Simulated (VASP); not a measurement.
**CO2: single point with PBEsol**

The system is CO2.

```xyz
12
Lattice="6.1189 0.0000 0.0000 0.0000 5.7999 0.0000 0.0000 0.0000 5.7999" Properties=species:S:1:pos:R:3 pbc="T T T"
C     0.0000    0.0000    0.0000
C     3.0595    0.0000    2.9000
C     3.0595    2.9000    0.0000
C     0.0000    2.9000    2.9000
O     0.7108    0.6737    0.6737
O     2.3487    5.1262    3.5737
O     3.7702    2.2263    5.1262
O     5.4082    3.5737    2.2263
O     5.4082    5.1262    5.1262
O     3.7702    0.6737    2.2263
O     2.3487    3.5737    0.6737
O     0.7108    2.2263    3.5737
```

This cell differs from its parent crystal: normal strain along x +0.0550, normal strain along z +0.0000.

```yaml
Program: VASP 6.6.1
Task: single point
Functional: PBEsol
Potentials_or_basis: VASP PAW PBE potentials, release 64 (C, O)
Cutoff: 520 eV
k_mesh: 4 × 4 × 4
Occupations: gaussian, width 0.05 eV
Spin: no spin polarisation
Dipole_correction: no
Further_INCAR_settings: ALGO = Normal; EDIFF = 1e-06; NBANDS = 44
```

```
Pressure               : -4.0 GPa
Largest force          : 1.480 eV/Å
Band gap on the k mesh : 6.45 eV, direct
```

Forces in eV/Å, atoms in the order of the input:
```
C    0.000  0.000  0.000
C    0.000  0.000  0.000
C    0.000  0.000  0.000
C    0.000  0.000  0.000
O   -0.893 -0.839 -0.831
O    0.893  0.839 -0.831
O   -0.893  0.839  0.831
O    0.893 -0.839  0.831
O    0.893  0.839  0.831
O   -0.893 -0.839  0.831
O    0.893 -0.839 -0.831
O   -0.893  0.839 -0.831
```

Stress tensor (GPa, compression positive):
```
-4.38  0.00  0.00
 0.00 -3.77  0.00
 0.00  0.00 -3.75
```

Levels at points of the mesh, in eV from the valence-band top:
```tsv
k point	band 30	band 31	band 32	band 33	band 34	band 35
(0.00, 0.00, 0.00)	-0.16	-0.08	0.00	6.45	7.70	7.76
(0.50, 0.00, 0.00)	-0.26	-0.08	-0.08	7.70	7.70	7.71
(0.00, 0.50, 0.00)	-0.25	-0.11	-0.11	7.74	7.74	7.82
(0.00, 0.00, 0.50)	-0.24	-0.10	-0.10	7.68	7.68	7.84
(0.50, 0.50, 0.00)	-0.22	-0.22	-0.22	7.71	7.71	7.71
(0.50, 0.00, 0.50)	-0.24	-0.24	-0.24	7.70	7.70	7.70
(0.00, 0.50, 0.50)	-0.23	-0.23	-0.23	7.69	7.69	7.69
(0.50, 0.50, 0.50)	-0.23	-0.23	-0.23	7.71	7.71	7.71
```

It took 2.3 min on 1 thread of Intel(R) Xeon(R) Platinum 8559C (Emerald Rapids), with other jobs on the host, peak memory 0.39 GiB.

Caveat: the cell differs from its parent crystal (normal strain along x +0.0550, normal strain along z +0.0000); the PAW data sets were made with another functional, which shifts forces and pressure a little. A k mesh can miss the band edges.
